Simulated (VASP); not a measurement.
Write the native input for VASP 6.6.1 that does the following.

```yaml
Task: single point
Functional: LDA
Potentials_or_basis: VASP PAW LDA potentials, release 64 (Si)
Cutoff: 520 eV
k_mesh: 6 × 6 × 6
Occupations: gaussian, width 0.1 eV
Spin: no spin polarisation
Dipole_correction: no
Further_INCAR_settings: ALGO = Normal; EDIFF = 1e-06; NBANDS = 11
```

The structure of Si lies in POSCAR:

```
Si
1.0
    0.0000000000      2.7218511900      2.7218511900
    2.7218511900      0.0000000000      2.7218511900
    2.7218511900      2.7218511900      0.0000000000
Si
2
Direct
    0.7500000000      0.7500000000      0.7500000000
    0.5000000000      0.5000000000      0.5000000000
```

The input as run:

INCAR

```
  PREC = Accurate
  ENCUT = 520
  EDIFF = 1E-6
  ISMEAR = 0
  SIGMA = 0.1
  LREAL = F
  LASPH = T
  NELM = 100
  ALGO = Normal
  ISIF = 2
  LWAVE = F
  LCHARG = F
  NBANDS = 11
```

KPOINTS

```
Automatic mesh
0
Gamma
  6 6 6
```

Potentials or basis: VASP PAW LDA potentials, release 64 (Si).

Run with:

```bash
$ cat potpaw_LDA.64/Si/POTCAR > POTCAR
$ mpirun -np 1 vasp_std > vasp.out
```

It gave:

* Pressure: -2.0 GPa
* Band gap on the k mesh: 0.61 eV (least direct gap 2.52 eV)

Caveat: semilocal functionals underestimate gaps, and a narrow one can read as zero.

It took 3.3 s on 1 thread of Intel(R) Xeon(R) 6975P-C (Granite Rapids), on a shared host, peak memory 0.13 GiB.
